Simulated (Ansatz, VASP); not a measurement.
**TaH4: VASP beside Ansatz**

```
Ta H
1.0
    -2.43756    2.43756    2.47320
     2.43756   -2.43756    2.47320
     2.43756    2.43756   -2.47320
Ta H
1 4
Direct
  0.50000 0.50000 0.00000
  0.06579 0.56579 0.50000
  0.43421 0.93421 0.50000
  0.25000 0.75000 0.50000
  0.75000 0.25000 0.50000
```

Alike in both runs: task relaxation of cell and atoms; functional PBE; k mesh 4 × 4 × 4; occupations gaussian, width 0.15 eV; no spin polarisation.

```csv
,VASP,Ansatz
version,VASP 6.6.1,Ansatz 0.2.0
potentials or method,"VASP PAW PBE potentials, release 64 (Ta_pv, H), cutoff 500 eV","scalar-relativistic, plane waves, PAW"
valence electrons in the cell,15,17
```

Ansatz gave:

| Property | Result |
| --- | --- |
| gap on the k mesh at the Fermi level, each at its own relaxed structure (eV) | none |
| relaxed volume (Å³/atom) | 6.96 |
| relaxed cell length with the largest relative difference (Å) | 3.750 |

Task: Which values does VASP return?

Result: gap on the k mesh at the Fermi level, each at its own relaxed structure (eV): none; relaxed volume (Å³/atom): 6.91; relaxed cell length with the largest relative difference (Å): 3.719.

A gap of «none» marks a metal or a gap that the smearing closes. VASP's potentials hold 15 valence electrons a cell and Ansatz's 17, so a difference there can come from the potentials and not from the codes.

The k mesh is coarse, so the values compare programs but aren't converged. Spin-orbit coupling is off throughout. Noted on VASP's run: the volume moved by over 15 % at a fixed basis, so the end points are rough.
